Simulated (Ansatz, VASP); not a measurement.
## TiAl3 in VASP and in Ansatz

```
CELL_PARAMETERS angstrom
-1.91111 1.91111 4.28067
1.91111 -1.91111 4.28067
1.91111 1.91111 -4.28067
ATOMIC_POSITIONS crystal
Ti 0.00000 0.00000 0.00000
Al 0.25000 0.75000 0.50000
Al 0.75000 0.25000 0.50000
Al 0.50000 0.50000 0.00000
```

Alike in both runs: functional PBEsol; k mesh 6 × 6 × 6; occupations fermi-dirac, width 0.05 eV; no spin polarisation.

|  | VASP | Ansatz |
| --- | --- | --- |
| version | VASP 6.6.1 | Ansatz 0.2.0 |
| potentials or method | VASP PAW PBE potentials, release 64 (Ti_sv, Al) | Ansatz PAW |
| plane-wave cutoff (eV) | 520 | 420 |
| valence electrons in the cell | 21 | 21 |
| task | single point | band structure |

VASP gave:

* gap on the k mesh at the Fermi level (eV): none
* pressure (GPa): -0.4
* traceless stress, the component that is largest in VASP (GPa): 0.14

**Question.** What did Ansatz give for the same quantities?

**Answer.** gap on the k mesh at the Fermi level (eV): none; pressure (GPa): -0.5; traceless stress, the component that is largest in VASP (GPa): 0.16.

VASP's potentials were made for PBE, not for PBEsol. A gap of «none» marks a metal or a gap that the smearing closes. With one functional, cell and mesh, what is left measures potentials, basis and numerics.

The k mesh is coarse, so the values compare programs but aren't converged.
